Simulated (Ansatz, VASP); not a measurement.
Al12NO: VASP beside Ansatz

```
CELL_PARAMETERS angstrom
5.71430 0.00000 0.00000
0.00000 5.71430 0.00000
0.00000 0.00000 22.17502
ATOMIC_POSITIONS crystal
Al 0.25000 0.25000 0.18038
Al 0.25000 0.75000 0.18038
Al 0.75000 0.25000 0.18038
Al 0.75000 0.75000 0.18038
Al 0.00000 0.00000 0.27441
Al 0.00000 0.50000 0.27441
Al 0.50000 0.00000 0.27441
Al 0.50000 0.50000 0.27441
Al 0.25000 0.25000 0.36866
Al 0.25000 0.75000 0.36866
Al 0.75000 0.25000 0.36866
Al 0.75000 0.75000 0.36866
N 0.26856 0.50000 0.40474
O 0.73144 0.50000 0.40474
```

Alike in both runs: task single point; functional PBE; k mesh 5 × 5 × 1; occupations gaussian, width 0.1 eV; collinear spin.

|  | VASP | Ansatz |
| --- | --- | --- |
| version | VASP 6.6.1 | Ansatz 0.2.0 |
| potentials or method | VASP PAW PBE potentials, release 64 (Al, N, O), cutoff 520 eV | scalar-relativistic, plane waves, PAW |
| valence electrons in the cell | 47 | 47 |

Ansatz gave:

```
gap on the k mesh at the Fermi level (eV)  : none
rms of the force components (eV/Å)         : 1.280
net moment per atom (μB)                   : 0.00
work function, face that differs most (eV) : 5.39
```

**Question.** What did VASP give for the same quantities?

**Answer.** gap on the k mesh at the Fermi level (eV): none; rms of the force components (eV/Å): 1.303; net moment per atom (μB): 0.00; work function, face that differs most (eV): 5.40.

Atom by atom the forces differ by 0.026 eV/Å (rms over components). A gap of «none» marks a metal or a gap that the smearing closes. Ansatz's warnings: seeded moment not kept.
